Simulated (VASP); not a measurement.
A run of VASP 6.6.1 is set up as follows.

INCAR

```
ALGO = Normal
EDIFF = 1E-6
ENCUT = 520
GGA = PE
ISIF = 2
ISMEAR = 0
LASPH = T
LCHARG = F
LREAL = F
LWAVE = F
NBANDS = 21
NELM = 80
PREC = Accurate
SIGMA = 0.1
```

Contents of KPOINTS:

```
k-points
0
Gamma
  6 6 2
```

Contents of POSCAR:

```
Mg3Te2O
1.0
    4.9033086000      0.0000000000      0.0000000000
   -2.4516543000      4.2463898100      0.0000000000
    0.0000000000      0.0000000000      7.5782103900
Mg Te O
3 2 1
Direct
    0.0000000000      0.0000000000      0.2159544000
    0.0000000000      0.0000000000      0.7840456000
    0.0000000000      0.0000000000      0.5000000000
    0.3333333300      0.6666666700      0.0000000000
    0.6666666700      0.3333333300      0.0000000000
    0.0000000000      0.0000000000      0.0000000000
```

Potentials or basis: VASP PAW PBE potentials, release 64 (Mg, Te, O).

Run with:

```bash
$ cat potpaw_PBE.64/Mg/POTCAR potpaw_PBE.64/Te/POTCAR potpaw_PBE.64/O/POTCAR > POTCAR
$ mpirun -np 1 vasp_std > vasp.out
```

Problem. What does it give for the band gap on the k mesh?

Solution. Zero (bands 12 and 13 overlap by 0.46 eV).

Problem. What does it give for the pressure?

Solution. 21.6 GPa.

Problem. What does it give for the largest force?

Solution. 1.604 eV/Å.

Forces on the atoms (eV/Å):
```
Mg   0.000  0.000  1.604
Mg   0.000  0.000 -1.604
Mg   0.000  0.000  0.000
Te   0.000  0.000  0.000
Te   0.000  0.000  0.000
O    0.000  0.000  0.000
```

Caveat: the k points lie up to 0.41 Å⁻¹ apart; semilocal functionals underestimate gaps, and a narrow one can read as zero; spin-orbit coupling is left out, which moves the levels of the heavy elements; forces of over 1 eV/Å act on the atoms, so gaps and moduli don't describe the material at rest.
